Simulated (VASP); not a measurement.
Set up this calculation in VASP 6.6.1, as the native input.

```yaml
Task: single point
Functional: PBE
Potentials_or_basis: VASP PAW PBE potentials, release 64 (Ba_sv, Hf_pv)
Cutoff: 520 eV
k_mesh: 3 × 3 × 4
Occupations: gaussian, width 0.1 eV
Spin: no spin polarisation
Dipole_correction: no
Further_INCAR_settings: ALGO = Fast; EDIFF = 1e-06; NBANDS = 50
```

The structure of Ba3Hf lies in POSCAR:

```
Ba3Hf
1.0
    8.0786379644      0.0000000000      0.0000000000
   -4.0393189822      6.9963057051      0.0000000000
    0.0000000000      0.0000000000      6.1889322485
Ba Hf
6 2
Direct
    0.8232225430      0.6464450861      0.2500000000
    0.1767774570      0.8232225430      0.7500000000
    0.3535549139      0.1767774570      0.2500000000
    0.1767774570      0.3535549139      0.7500000000
    0.8232225430      0.1767774570      0.2500000000
    0.6464450861      0.8232225430      0.7500000000
    0.3333333333      0.6666666667      0.2500000000
    0.6666666667      0.3333333333      0.7500000000
```

These files were run (other wordings do the same):

INCAR

```
SYSTEM = Ba3Hf
PREC = Accurate ; ENCUT = 520
EDIFF = 1E-6 ; ISMEAR = 0
SIGMA = 0.1 ; LREAL = .False.
LASPH = .True. ; NELM = 60
ALGO = Fast ; ISIF = 2
LWAVE = .False. ; LCHARG = .False.
GGA = PE ; NBANDS = 50
```

KPOINTS

```
regular mesh
0
Gamma
  3 3 4
  0 0 0
```

Potentials or basis: VASP PAW PBE potentials, release 64 (Ba_sv, Hf_pv).

Launch:

```sh
$ cat potpaw_PBE.64/Ba_sv/POTCAR potpaw_PBE.64/Hf_pv/POTCAR > POTCAR
$ mpirun -np 1 vasp_std > vasp.out
```

It gave:

```yaml
Pressure: 0.3 GPa
Largest_force: 0.034 eV/Å
Band_gap_on_the_k_mesh: zero (bands 40 and 41 overlap by 0.58 eV)
```

Caveat: spin-orbit coupling is left out, which moves the levels of the heavy elements.

Wall time 6.2 min on 1 thread of Intel(R) Xeon(R) Platinum 8488C (Sapphire Rapids), on a shared host, peak memory 0.49 GiB.
